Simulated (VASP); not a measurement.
**Ga2O3: single point with PBE**

Crystal: Ga2O3.

```
Ga O
1.0
     6.07174   -1.50321    0.01149
     6.07174    1.50321    0.01149
    -1.36766    0.00000    5.70769
Ga O
4 6
Cartesian
  0.0050 0.0000 4.5381
  10.7709 0.0000 1.1926
  7.5668 0.0000 1.8085
  3.2091 0.0000 3.9222
  1.8360 0.0000 0.6271
  8.9399 0.0000 5.1036
  1.3375 0.0000 3.2252
  9.4383 0.0000 2.5055
  5.6724 0.0000 1.4765
  5.1035 0.0000 4.2542
```

This cell differs from its parent crystal: strain -0.025 along x and y, +0.000 along z.

* Program: VASP 6.6.1
* Task: single point
* Functional: PBE
* Potentials or basis: VASP PAW PBE potentials, release 64 (Ga_d, O)
* Cutoff: 600 eV
* k mesh: 10 × 10 × 6
* Occupations: gaussian, width 0.05 eV
* Spin: no spin polarisation
* Dipole correction: no
* Further INCAR settings: ALGO = Normal; EDIFF = 1e-06; NBANDS = 55

| Quantity | Value |
| --- | --- |
| Pressure | 10.7 GPa |
| Largest force | 0.685 eV/Å |
| Band gap on the k mesh | 2.42 eV (least direct gap 2.55 eV) |

Forces on the atoms (eV/Å):
```
Ga   0.568  0.000  0.382
Ga  -0.568  0.000 -0.382
Ga   0.150  0.000  0.093
Ga  -0.150  0.000 -0.093
O    0.195  0.000 -0.266
O   -0.195  0.000  0.266
O   -0.184  0.000 -0.076
O    0.184  0.000  0.076
O    0.282  0.000  0.157
O   -0.282  0.000 -0.157
```

Stress tensor (GPa, compression positive):
```
12.01  0.00  0.18
 0.00 15.22  0.00
 0.18  0.00  4.89
```

Levels at points of the mesh, in eV from the valence-band top:
```
           k point  band 42  band 43  band 44  band 45  band 46  band 47
(0.00, 0.00, 0.00)    -0.47    -0.30    -0.13     2.43     5.68     6.90
(0.50, 0.00, 0.00)    -0.72    -0.44    -0.30     5.68     6.43     7.17
(0.50, 0.50, 0.00)    -0.57    -0.36    -0.32     4.57     4.82     6.00
(0.00, 0.00, 0.50)    -0.55    -0.42    -0.26     4.84     4.92     6.81
(0.50, 0.00, 0.50)    -1.03    -0.71    -0.68     6.94     6.98     7.81
(0.50, 0.50, 0.50)    -0.60    -0.54    -0.03     5.23     5.36     6.30
```

Run time: 9.1 min on 4 MPI ranks on AMD EPYC 7R43 64-Core Processor (Zen 3) (shared host), peak memory 0.9 GiB a rank.

Caveat: the cell differs from its parent crystal (strain -0.025 along x and y, +0.000 along z); the cell stands under pressure. A k mesh can miss the band edges.
